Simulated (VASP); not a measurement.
Runs of VASP 6.6.1 on Ti. The structure is that of space group P6_3/mmc (No. 194), or close to it. The cells are those of the table. 

```tsv
cell	gap on the mesh (eV)	pressure (GPa)
a = 3.072, b = 3.072, c = 4.082 Å, angles 90.0, 90.0, 120.0°, 2 atoms	none	5.4
a = 2.935, b = 2.935, c = 4.453 Å, angles 90.0, 90.0, 120.0°, 2 atoms	none	(b)
a = 3.004, b = 3.004, c = 4.267 Å, angles 90.0, 90.0, 120.0°, 2 atoms	none	(a)
a = 2.730, b = 2.730, c = 5.195 Å, angles 90.0, 90.0, 120.0°, 2 atoms	none	4.1
a = 2.867, b = 2.867, c = 4.638 Å, angles 90.0, 90.0, 120.0°, 2 atoms	none	6.5
```

Alike in all rows: task single point; level r2SCAN; potentials or basis VASP PAW PBE potentials, release 64 (Ti_sv); no spin polarisation; k mesh 18 × 18 × 10; cutoff (eV) 520; smearing methfessel-paxton 0.05 eV.

Problem. Estimate the missing entries.

Solution. (a) 5.2; (b) 5.5.

Caveats: the PAW data sets were made with another functional, which shifts forces and pressure a little; the stress differs along the axes, from -0 to 17 GPa (at least some runs); the stress differs along the axes, from 4 to 9 GPa (at least some runs); the stress differs along the axes, from 1 to 14 GPa (at least some runs); the stress differs along the axes, from -9 to 11 GPa (at least some runs); the cell stands under pressure (at least some runs).

A gap of «none» marks levels without a gap at the run's occupations.
